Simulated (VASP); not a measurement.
Input of a VASP 6.6.1 run:

INCAR

```
SYSTEM = Al15CuN16
  PREC = Accurate
  ENCUT = 520
  EDIFF = 1E-6
  ISMEAR = -1
  SIGMA = 0.01
  LREAL = Auto
  LASPH = .True.
  NELM = 120
  ALGO = Normal
  ISIF = 2
  LWAVE = .False.
  LCHARG = .False.
  GGA = PE
  NBANDS = 90
  GGA_COMPAT = .False.
  ISYM = -1
```

Contents of KPOINTS:

```
explicit points
1
Reciprocal
  0.25000000   0.25000000   0.25000000 1
```

POSCAR

```
Al15CuN16
1.0
    6.2595139128      0.0000000578      0.0000000000
   -3.1297570064      5.4208980350      0.0000000000
    0.0000000000      0.0000000000     10.0348065929
Al Cu N
15 1 16
Direct
    0.3343626313      0.1666511766      0.2499647537
    0.3349435608      0.1673204610      0.7498563960
    0.1672383730      0.3348073422      1.0003668554
    0.3365990350      0.6671861631      0.2509333068
    0.1656645974      0.8335511516      0.5019391373
    0.3366103175      0.6715955857      0.7505178416
    0.1671605589      0.8336839024      1.0005676915
    0.8337527411      0.1643933798      0.2511954234
    0.6681958122      0.3354043415      0.5017198825
    0.8314614596      0.1663205192      0.7501480190
    0.6672160925      0.3342572349      1.0006898889
    0.8351461907      0.6662139040      0.2508942440
    0.6688227437      0.8328650687      0.5020719072
    0.8344869139      0.6675833988      0.7514638347
    0.6680898536      0.8337787306      1.0003787074
    0.1620026269      0.3394261416      0.4988393693
    0.3373784389      0.1639077326      0.4389928511
    0.1687490561      0.3322548148      0.1904344048
    0.3322031253      0.1685110028      0.9403519202
    0.1684528183      0.3357777748      0.6969894022
    0.3450296509      0.6856087204      0.4399879956
    0.1694170745      0.8318116674      0.1900879104
    0.3336174109      0.6695119593      0.9405005913
    0.1684096659      0.8337982855      0.6912056446
    0.8156125935      0.1554851827      0.4396634858
    0.6696806418      0.3320048922      0.1902728709
    0.8325922387      0.1687644509      0.9405073475
    0.6685579276      0.3337400181      0.6911331279
    0.8337545614      0.6674667296      0.4405696332
    0.6700295038      0.8308353715      0.1892056675
    0.8331704459      0.6681218171      0.9407157832
    0.6696700543      0.8330836339      0.6918654621
```

Potentials or basis: VASP PAW PBE potentials, release 64 (Al, Cu, N).

Command:

```sh
$ cat potpaw_PBE.64/Al/POTCAR potpaw_PBE.64/Cu/POTCAR potpaw_PBE.64/N/POTCAR > POTCAR
$ mpirun -np 1 vasp_std > vasp.out
```

**Question.** Estimate the largest force.

**Answer.** 0.054 eV/Å.

**Question.** Estimate the pressure.

**Answer.** 0.8 GPa.

Stress tensor (GPa, compression positive):
```
 1.35 -3.12 -0.21
-3.12 -2.20  0.54
-0.21  0.54  3.12
```
